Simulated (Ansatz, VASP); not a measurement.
PbS in VASP and in Ansatz

INCAR

```
PREC     = Accurate       # precision mode
ENCUT    = 500            # plane-wave cutoff, eV
EDIFF    = 1E-6           # SCF threshold, eV
ISMEAR   = -1             # smearing method
SIGMA    = 0.01           # smearing width, eV
LREAL    = False          # projectors in reciprocal space
LASPH    = True           # aspherical terms in the spheres
NELM     = 120            # most SCF steps
ALGO     = Normal         # electronic algorithm
ISIF     = 2              # what is computed and relaxed
LWAVE    = False          # write WAVECAR
LCHARG   = False          # write CHGCAR
NBANDS   = 17             # bands
GGA_COMPAT= False
```

KPOINTS

```
regular mesh
0
Gamma
  8 8 8
```

The input POSCAR:

```
PbS
1.0
    0.0000000000      2.9249275202      2.9249275202
    2.9249275202      0.0000000000      2.9249275202
    2.9249275202      2.9249275202      0.0000000000
Pb S
1 1
Direct
    0.0000000000      0.0000000000      0.0000000000
    0.5000000000      0.5000000000      0.5000000000
```

Input for Ansatz:

```yaml
crystal:
  lattice:
    - [0.0, 2.9249275202, 2.9249275202]
    - [2.9249275202, 0.0, 2.9249275202]
    - [2.9249275202, 2.9249275202, 0.0]
  atoms:
    - { symbol: Pb, position: [0.0, 0.0, 0.0] }
    - { symbol: S, position: [0.5, 0.5, 0.5] }
kpoints:
  mp_grid: { grid: [8, 8, 8] }
scf:
  occupations: { method: fermi_dirac, width: 0.01 }
hamiltonian:
  xc: lda
  pseudopotentials: { kind: all_electron, lapw: { basis_error: 0.0005 } }
output:
  forces: true
  stress: true
  eigenvalues: true
```

Change from the starting cell: functional lda, volume scaled by 0.96.

Alike in both runs: task single point; functional LDA; k mesh 8 × 8 × 8; occupations fermi-dirac, width 0.01 eV; no spin polarisation.

```csv
,VASP,Ansatz
version,VASP 6.6.1,Ansatz 0.2.0
potentials or method,"VASP PAW LDA potentials, release 64 (Pb_d, S), cutoff 500 eV","all-electron LAPW, scalar-relativistic"
```

|  | VASP | Ansatz | Ansatz less VASP |
| --- | --- | --- | --- |
| pressure (GPa) | -0.1 | -0.1 | -0.03 |

LDA's correlation is that of Perdew and Zunger in VASP and of Perdew and Wang (1992) in Ansatz. Ansatz ran all-electron here, and VASP with PAW potentials.

Neither program's run includes spin-orbit coupling.
